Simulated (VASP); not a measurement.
Here is a VASP 6.6.1 calculation.

The input INCAR:

```
PREC = Accurate
ENCUT = 520
EDIFF = 1E-6
ISMEAR = -1
SIGMA = 0.05
LREAL = F
LASPH = T
NELM = 150
ALGO = Normal
ISIF = 2
LWAVE = F
LCHARG = T
LNONCOLLINEAR = T
MAGMOM = 0 0 0
LORBIT = 11
LSORBIT = T
GGA_COMPAT = F
LORBMOM = T
LMAXMIX = 4
GGA = PS
LVHAR = T
NBANDS = 25
```

Contents of KPOINTS:

```
Automatic mesh
0
Gamma
  12 12 12
```

Contents of POSCAR:

```
W
1.0
   -1.5823450000      1.5823450000      1.5823450000
    1.5823450000     -1.5823450000      1.5823450000
    1.5823450000      1.5823450000     -1.5823450000
W
1
Direct
    0.0000000000      0.0000000000      0.0000000000
```

Potentials or basis: VASP PAW PBE potentials, release 64 (W_sv).

The run is started by

```sh
$ cat potpaw_PBE.64/W_sv/POTCAR > POTCAR
$ mpirun -np 1 vasp_ncl > vasp.out
```

(1) Predict the net moment.

(2) Estimate the pressure.

Results:

(1) 0.00 μB per cell.

(2) -1.4 GPa.

Caveat: the PAW data sets were made with another functional, which shifts forces and pressure a little.
